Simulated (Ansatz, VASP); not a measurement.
Zn3Bi2 in VASP and in Ansatz

```
CELL_PARAMETERS angstrom
3.63750 2.10011 3.56870
-3.63750 2.10011 3.56870
0.00000 -4.20022 3.56870
ATOMIC_POSITIONS crystal
Zn 0.00000 0.50000 0.00000
Zn 0.00000 0.00000 0.50000
Zn 0.50000 0.00000 0.00000
Bi 0.67735 0.67735 0.67735
Bi 0.32265 0.32265 0.32265
```

Change from the starting cell: species swapped into the Br2Cl3 type (R-3m, No. 166).

Alike in both runs: functional PBE; k mesh 6 × 6 × 6; occupations gaussian, width 0.02 eV; no spin polarisation.

Ansatz relaxed the structure, and its values are those at the end. VASP's run is a single point on that final structure, the one shown.

|  | VASP | Ansatz |
| --- | --- | --- |
| version | VASP 6.6.1 | Ansatz 0.2.0 |
| potentials or method | VASP PAW PBE potentials, release 64 (Zn, Bi_d), cutoff 520 eV | scalar-relativistic, plane waves, PAW |
| valence electrons in the cell | 66 | 66 |

|  | VASP | Ansatz | Ansatz less VASP |
| --- | --- | --- | --- |
| gap on the k mesh at the Fermi level (eV) | 0.72 | 0.74 | +0.012 |
| least direct gap on the mesh (eV) | 1.10 | 1.10 | +0.001 |
| pressure (GPa) | 0.0 | 0.0 | -0.03 |
| rms of the force components (eV/Å) | 0.006 | 0.001 | -0.0055 |

Neither program's run includes spin-orbit coupling.
